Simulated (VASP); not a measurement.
Runs of VASP 6.6.1 on Be. The structure is that of space group Fm-3m (No. 225), or close to it. The cells are those of the table. 

| cell | k mesh | smearing | gap on the mesh (eV) | pressure (GPa) |
| --- | --- | --- | --- | --- |
| a = 2.232 Å, angles 60.0°, 1 atom | 20 × 20 × 20 | gaussian 0.01 eV | none | 0.2 |
| a = 2.234 Å, angles 60.0°, 1 atom | 22 × 22 × 22 | gaussian 0.1 eV | none | (a) |
| a = 2.233 Å, angles 60.0°, 1 atom | 22 × 22 × 22 | gaussian 0.1 eV | none | 0.2 |
| a = 2.277 Å, angles 60.0°, 1 atom | 10 × 10 × 10 | gaussian 0.1 eV | - | -6.4 |

Alike in all rows: task single point; level r2SCAN; potentials or basis VASP PAW PBE potentials, release 64 (Be); no spin polarisation; cutoff (eV) 520.

Fill in the values left out.

(a) 0.1.

Caveats: the PAW data sets were made with another functional, which shifts forces and pressure a little.

A gap of «none» marks levels without a gap at the run's occupations.
